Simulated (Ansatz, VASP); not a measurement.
# Ti: VASP beside Ansatz

File INCAR:

```
  PREC = Accurate
  ENCUT = 520
  EDIFF = 1E-6
  ISMEAR = 0
  SIGMA = 0.15
  LREAL = False
  LASPH = True
  NELM = 80
  ALGO = Fast
  ISIF = 2
  LWAVE = False
  LCHARG = False
  GGA = PS
  NBANDS = 25
```

KPOINTS

```
Automatic mesh
0
Gamma
  12 12 18
```

File POSCAR:

```
Ti
1.0
    4.2895255605      0.0000000000      0.0000000000
   -2.1447627802      3.7148381056      0.0000000000
    0.0000000000      0.0000000000      2.9387333371
Ti
3
Direct
    0.0000000000      0.0000000000      0.0000000000
    0.3333333333      0.6666666667      0.5000000000
    0.6666666667      0.3333333333      0.5000000000
```

Input for Ansatz:

```yaml
crystal:
  lattice:
    - [4.2895255605, 0.0, 0.0]
    - [-2.1447627802, 3.7148381056, 0.0]
    - [0.0, 0.0, 2.9387333371]
  atoms:
    - { symbol: Ti, position: [0.0, 0.0, 0.0] }
    - { symbol: Ti, position: [0.3333333333, 0.6666666667, 0.5] }
    - { symbol: Ti, position: [0.6666666667, 0.3333333333, 0.5] }
basis:
  ecutwfc: 420
kpoints:
  mp_grid: { grid: [12, 12, 18] }
hamiltonian:
  xc: pbesol
scf:
  occupations: { method: gaussian, width: 0.15 }
output:
  forces: true
  stress: true
  eigenvalues: true
```

Change from the starting cell: strain -0.050 along x and y, +0.050 along z, atoms carried along.

Alike in both runs: task single point; functional PBEsol; k mesh 12 × 12 × 18; occupations gaussian, width 0.15 eV; no spin polarisation.

|  | VASP | Ansatz |
| --- | --- | --- |
| version | VASP 6.6.1 | Ansatz 0.2.0 |
| potentials or method | VASP PAW PBE potentials, release 64 (Ti_sv), cutoff 520 eV | scalar-relativistic, plane waves, PAW |
| valence electrons in the cell | 36 | 36 |

|  | VASP | Ansatz | Ansatz less VASP |
| --- | --- | --- | --- |
| gap on the k mesh at the Fermi level (eV) | none | none | - |
| pressure (GPa) | 6.4 | 6.9 | +0.45 |
| traceless stress, the component that is largest in VASP (GPa) | -11.99 | -12.02 | -0.031 |

VASP's potentials were made for PBE, not for PBEsol. A gap of «none» marks a metal or a gap that the smearing closes.
